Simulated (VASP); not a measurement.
# NaCl (P6_3/mmc) in VASP: a series of runs

The runs below take NaCl through single point, relaxation of cell and atoms, with PBEsol.

Program: VASP 6.6.1. These are calculated values, not measurements. Logs are shortened: lines on timing, memory, paths and dates and some standing lists are left out, and cuts for length are marked.

### Step 1. The cell of the first run

It takes space group P6_3/mmc (No. 194, hexagonal). The conventional cell has a = 4.722 Å, b = 4.722 Å, c = 5.564 Å, α = 90.00°, β = 90.00°, γ = 120.00°. Na (site symmetry -6m2) has 5 Cl at 2.73 to 2.78 Å within 3.6 Å. Cl (site symmetry -6m2) has 5 Na at 2.73 to 2.78 Å within 3.6 Å.

### Step 2. Single point, PBEsol

File INCAR:

```
  PREC = Accurate
  ENCUT = 520
  EDIFF = 1E-6
  ISMEAR = -1
  SIGMA = 0.03
  LREAL = False
  LASPH = True
  NELM = 80
  ALGO = Normal
  ISIF = 2
  LWAVE = False
  LCHARG = True
  GGA = PS
  LELF = True
  LVHAR = True
  NBANDS = 22
```

File KPOINTS:

```
Automatic mesh
0
Gamma
  6 6 4
```

File POSCAR:

```
NaCl
1.0
    4.7221206917      0.0000000000      0.0000000000
   -2.3610603458      4.0894764787      0.0000000000
    0.0000000000      0.0000000000      5.5637783509
Na Cl
2 2
Direct
    0.3333333333      0.6666666667      0.2500000000
    0.6666666667      0.3333333333      0.7500000000
    0.6666666667      0.3333333333      0.2500000000
    0.3333333333      0.6666666667      0.7500000000
```

Potentials or basis: VASP PAW PBE potentials, release 64 (Na_pv, Cl).

Started as:

```sh
> cat potpaw_PBE.64/Na_pv/POTCAR potpaw_PBE.64/Cl/POTCAR > POTCAR
> mpirun -np 1 vasp_std > vasp.out
```

OUTCAR:

```text
PREC = Accurate
   ENCUT = 520
   EDIFF = 1E-6
   ISMEAR = -1
   LREAL = False
   LASPH = True
   NELM = 80
   ISIF = 2
   GGA = PS

 ion  position               nearest neighbor table
   1  0.333  0.667  0.250-   3 2.73   3 2.73   3 2.73
   2  0.667  0.333  0.750-   4 2.73   4 2.73   4 2.73
   3  0.667  0.333  0.250-   1 2.73   1 2.73   1 2.73
   4  0.333  0.667  0.750-   2 2.73   2 2.73   2 2.73

  LATTYP: Found a hexagonal cell.
 ALAT       =     4.7221206917
 C/A-ratio  =     1.1782372189

  Lattice vectors:

 A1 = (   4.7221206917,   0.0000000000,   0.0000000000)
 A2 = (  -2.3610603458,   4.0894764787,   0.0000000000)
 A3 = (   0.0000000000,   0.0000000000,   5.5637783509)

Analysis of symmetry for initial positions (statically):
=====================================================================
 Subroutine PRICEL returns:
 Original cell was already a primitive cell.

 Routine SETGRP: Setting up the symmetry group for a
 hexagonal supercell.

 Subroutine GETGRP returns: Found 24 space group operations
 (whereof 12 operations were pure point group operations)
 out of a pool of 24 trial point group operations.

The static configuration has the point symmetry D_3d.
 The point group associated with its full space group is D_6h.

Analysis of symmetry for dynamics (positions and initial velocities):
=====================================================================
 Subroutine PRICEL returns:
 Original cell was already a primitive cell.

 Routine SETGRP: Setting up the symmetry group for a
 hexagonal supercell.

 Subroutine GETGRP returns: Found 24 space group operations
 (whereof 12 operations were pure point group operations)
 out of a pool of 24 trial point group operations.

The dynamic configuration has the point symmetry D_3d.
 The point group associated with its full space group is D_6h.

 Subroutine INISYM returns: Found 24 space group operations
 (whereof 12 operations are pure point group operations),
 and found     1 'primitive' translations

----------------------------------------------------------------------------------------

                                     Primitive cell

  volume of cell :     107.4421

  direct lattice vectors                    reciprocal lattice vectors
     4.722120692  0.000000000  0.000000000     0.211769259  0.122265039  0.000000000
    -2.361060346  4.089476479  0.000000000     0.000000000  0.244530077  0.000000000
     0.000000000  0.000000000  5.563778351     0.000000000  0.000000000  0.179733975

  length of vectors
     4.722120692  4.722120692  5.563778351     0.244530077  0.244530077  0.179733975

  position of ions in fractional coordinates (direct lattice)
     0.333333333  0.666666667  0.250000000
     0.666666667  0.333333333  0.750000000
     0.666666667  0.333333333  0.250000000
     0.333333333  0.666666667  0.750000000

  ion indices of the primitive-cell ions
   primitive index   ion index
                 1           1
                 2           2
                 3           3
                 4           4

----------------------------------------------------------------------------------------

 KPOINTS: Automatic mesh

Automatic generation of k-mesh.
 Grid dimensions read from file:
 generate k-points for:    6    6    4

 Generating k-lattice:

  Cartesian coordinates                     Fractional coordinates (reciprocal lattice)
     0.035294877  0.020377506  0.000000000     0.166666667 -0.000000000  0.000000000
     0.000000000  0.040755013  0.000000000     0.000000000  0.166666667  0.000000000
     0.000000000  0.000000000  0.044933494     0.000000000  0.000000000  0.250000000

  Length of vectors
     0.040755013  0.040755013  0.044933494

  Shift w.r.t. Gamma in fractional coordinates (k-lattice)
     0.000000000  0.000000000  0.000000000

 Subroutine IBZKPT returns following result:
 ===========================================

 Found     21 irreducible k-points:

 Following reciprocal coordinates:
            Coordinates               Weight
  0.000000  0.000000  0.000000      1.000000
  0.166667  0.000000  0.000000      6.000000
  0.333333  0.000000  0.000000      6.000000
  0.500000  0.000000  0.000000      3.000000
  0.166667  0.166667  0.000000      6.000000
  0.333333  0.166667  0.000000     12.000000
[... 13 lines left out ...]
  0.333333  0.166667  0.500000     12.000000
  0.333333  0.333333  0.500000      2.000000
   k-points           NKPTS =     21   k-points in BZ     NKDIM =     21   number of bands    NBANDS=     22
   number of dos      NEDOS =    301   number of ions     NIONS =      4
   total plane-waves  NPLWV =  54432
   dimension x,y,z NGX =    36 NGY =   36 NGZ =   42
   dimension x,y,z NGXF=    72 NGYF=   72 NGZF=   84
   ions per type =               2   2
   NGX,Y,Z   is equivalent  to a cutoff of  12.67, 12.67, 12.55 a.u.
   NGXF,Y,Z  is equivalent  to a cutoff of  25.35, 25.35, 25.10 a.u.
 SYSTEM =  unknown system
   PREC   = accura    normal or accurate (medium, high low for compatibility)
   ISTART =      0    job   : 0-new  1-cont  2-samecut
   ICHARG =      2    charge: 1-file 2-atom 10-const
   ISPIN  =      1    spin polarized calculation?
   LNONCOLLINEAR =      F non collinear calculations
   LSORBIT =      F    spin-orbit coupling
   LASPH  =      T    aspherical Exc in radial PAW
   ENCUT  =  520.0 eV  38.22 Ry    6.18 a.u.   8.78  8.78 10.34*2*pi/ulx,y,z
   NELM   =     80;   NELMIN=  2; NELMDL= -5     # of ELM steps
   EDIFF  = 0.1E-05   stopping-criterion for ELM
   LREAL  =      F    real-space projection
   EDIFFG = 0.1E-04   stopping-criterion for IOM
   NSW    =      0    number of steps for IOM
   IBRION =     -1    ionic relax: 0-MD 1-quasi-New 2-CG
   NFREE  =      0    steps in history (QN), initial steepest desc. (CG)
   ISIF   =      2    stress and relaxation
   ISYM   =      2    0-nonsym 1-usesym 2-fastsym
   POTIM  = 0.5000    time-step for ionic-motion
   TEBEG  =    0.0;   TEEND  =   0.0 temperature during run
   PSTRESS=    0.0 pullay stress
   NELECT =      28.0000    total number of electrons
   NUPDOWN=      -1.0000    fix difference up-down
   EMIN   =  10.00;   EMAX   =-10.00  energy-range for DOS
   EFERMI =   0.00;   METHOD = LEGACY
   ISMEAR =    -1;   SIGMA  =   0.03  broadening in eV -4-tet -1-fermi 0-gaus
   EFERMI_NEDOS =   21; number of points for ismear=-14 and -15
   IALGO  =     38    algorithm
   IMIX   =      4    mixing-type and parameters
     AMIX     =   0.40;   BMIX     =  1.00
     AMIX_MAG =   1.60;   BMIX_MAG =  1.00
  volume/ion in A,a.u.               =      26.86       181.26
  Fermi-wavevector in a.u.,A,eV,Ry     =   1.045689  1.976066 14.877508  1.093466
  Thomas-Fermi vector in A             =   2.180496
   LORBIT       =      0    0 simple, 1 ext, 2 COOP (PROOUT), +10 PAW based schemes
   GGA     = PS    functional components
   LHFCALC =     F    Hartree Fock is set to
   AEXX    =    0.0000 exact exchange contribution
   IVDW    =     0    specifies the selected vdW correction
   LEPSILON=     F    determine dielectric tensor
   LRPA    =     F    only Hartree local field effects (RPA)
 non-spin polarized calculation
  energy-cutoff  :      520.00
  volume of cell :      107.44
 maximum number of plane-waves:      2955
 NGX is ok and might be reduce to    36
   NGX = 17   NGY = 17   NGZ = 21

 number of electron      28.0000021 magnetization

 Free energy of the ion-electron system (eV)
  ---------------------------------------------------
  ext. energy  EPLUGINS =         0.00000000
  ---------------------------------------------------
  free energy    TOTEN  =       -13.80529476 eV

  energy without entropy =      -13.80529476  energy(sigma->0) =      -13.80529476

 E-fermi :  -1.1094     XC(G=0):  -7.3391

 val. band max:       -1.7236160013   @ k =   0.0000   0.0000   0.0000
 cond. band min:       3.0064349379   @ k =   0.0000   0.0000   0.0000
 fundamental gap:      4.7300509392
 Fermi energy:        -1.1093798589

 k-point     1 :       0.0000    0.0000    0.0000
  band No.  band energies     occupation
      1     -22.4376      2.00000
      2     -22.4376      2.00000
      3     -22.4371      2.00000
      4     -22.4294      2.00000
      5     -22.4294      2.00000
      6     -22.4159      2.00000
[... 14 lines left out ...]
     21       9.0750      0.00000
     22       9.4322      0.00000

 k-point     2 :       0.1667    0.0000    0.0000
  band No.  band energies     occupation
      1     -22.4391      2.00000
      2     -22.4382      2.00000
      3     -22.4358      2.00000
      4     -22.4315      2.00000
      5     -22.4293      2.00000
      6     -22.4171      2.00000
[... 14 lines left out ...]
     21       8.9643      0.00000
     22       9.2255      0.00000

 k-point     3 :       0.3333    0.0000    0.0000
  band No.  band energies     occupation
      1     -22.4419      2.00000
      2     -22.4394      2.00000
      3     -22.4358      2.00000
      4     -22.4324      2.00000
      5     -22.4292      2.00000
      6     -22.4202      2.00000
[... 14 lines left out ...]
     21       9.3330      0.00000
     22       9.6042      0.00000

 k-point     4 :       0.5000    0.0000    0.0000
  band No.  band energies     occupation
      1     -22.4433      2.00000
      2     -22.4399      2.00000
      3     -22.4380      2.00000
      4     -22.4297      2.00000
      5     -22.4292      2.00000
      6     -22.4227      2.00000
[... 14 lines left out ...]
     21       9.8225      0.00000
     22      10.2650      0.00000

 k-point     5 :       0.1667    0.1667    0.0000
  band No.  band energies     occupation
      1     -22.4408      2.00000
      2     -22.4396      2.00000
      3     -22.4346      2.00000
      4     -22.4334      2.00000
      5     -22.4293      2.00000
      6     -22.4193      2.00000
[... 342 lines left out ...]
 k-point    19 :       0.1667    0.1667    0.5000
  band No.  band energies     occupation
      1     -22.4444      2.00000
      2     -22.4444      2.00000
      3     -22.4343      2.00000
      4     -22.4343      2.00000
      5     -22.4224      2.00000
      6     -22.4224      2.00000
[... 14 lines left out ...]
     21       9.2588      0.00000
     22       9.2588      0.00000

 k-point    20 :       0.3333    0.1667    0.5000
  band No.  band energies     occupation
      1     -22.4484      2.00000
      2     -22.4484      2.00000
      3     -22.4350      2.00000
      4     -22.4350      2.00000
      5     -22.4206      2.00000
      6     -22.4206      2.00000
[... 14 lines left out ...]
     21       9.6131      0.00000
     22       9.6131      0.00000

 k-point    21 :       0.3333    0.3333    0.5000
  band No.  band energies     occupation
      1     -22.4494      2.00000
      2     -22.4494      2.00000
      3     -22.4357      2.00000
      4     -22.4357      2.00000
      5     -22.4200      2.00000
      6     -22.4200      2.00000
[... 14 lines left out ...]
     21      10.2277      0.00000
     22      10.2283      0.00000

------------------------ aborting loop because EDIFF is reached ----------------------------------------

  FORCE on cell =-STRESS in cart. coord.  units (eV):
  Direction    XX          YY          ZZ          XY          YZ          ZX
  --------------------------------------------------------------------------------------
  -------------------------------------------------------------------------------------
  Total        0.0205174      0.0205174      0.0124332      0.0000000      0.0000000      0.0000000
  in kB        0.3059556      0.3059556      0.1854045      0.0000000      0.0000000      0.0000000
  external PRESSURE =       0.2657719 kB  Pullay stress =       0.0000000 kB

 VOLUME and BASIS-vectors are now :
 -----------------------------------------------------------------------------
  energy-cutoff  :      520.00
  volume of cell :      107.44
      direct lattice vectors                 reciprocal lattice vectors
     4.722120692  0.000000000  0.000000000     0.211769259  0.122265039  0.000000000
    -2.361060346  4.089476479  0.000000000     0.000000000  0.244530077  0.000000000
     0.000000000  0.000000000  5.563778351     0.000000000  0.000000000  0.179733975

 POSITION                                       TOTAL-FORCE (eV/Angst)
 -----------------------------------------------------------------------------------
     -0.00000      2.72632      1.39094        -0.000000      0.000000      0.000000
      2.36106      1.36316      4.17283         0.000000     -0.000000     -0.000000
      2.36106      1.36316      1.39094         0.000000      0.000000      0.000000
     -0.00000      2.72632      4.17283        -0.000000     -0.000000      0.000000
 -----------------------------------------------------------------------------------
    total drift:                               -0.000000      0.000000      0.000000

  FREE ENERGIE OF THE ION-ELECTRON SYSTEM (eV)
  ---------------------------------------------------
  free  energy   TOTEN  =       -13.8052947625 eV

  energy  without entropy=      -13.8052947625  energy(sigma->0) =      -13.80529476
```

It took 31 s on 1 thread of Intel Xeon 6975P-C (Granite Rapids), shared host; peak memory 0.22 GiB.

What came out:

* Free energy: -13.8053 eV
* Pressure: 0.0 GPa
* Band gap on the k mesh: 4.73 eV, direct

Levels at points of the mesh, in eV from the valence-band top:
| k point | band 10 | band 11 | band 12 | band 13 | band 14 | band 15 | band 16 | band 17 | band 18 | band 19 |
| --- | --- | --- | --- | --- | --- | --- | --- | --- | --- | --- |
| (0.00, 0.00, 0.00) | -0.80 | -0.80 | -0.32 | -0.32 | 0.00 | 4.73 | 7.61 | 9.70 | 9.70 | 10.75 |
| (0.50, 0.00, 0.00) | -1.03 | -1.01 | -0.80 | -0.53 | -0.23 | 7.18 | 7.51 | 8.70 | 8.84 | 9.69 |
| (0.00, 0.00, 0.50) | -0.99 | -0.57 | -0.57 | -0.57 | -0.57 | 6.54 | 6.54 | 9.58 | 9.58 | 9.58 |
| (0.50, 0.00, 0.50) | -1.62 | -0.66 | -0.66 | -0.27 | -0.27 | 7.24 | 7.24 | 9.82 | 9.82 | 10.32 |

Caveat: the PAW data sets were made with another functional, which shifts forces and pressure a little. PBEsol gaps usually lie below the measured ones, often by a third to a half.

(Continued in part 2 of 2.)
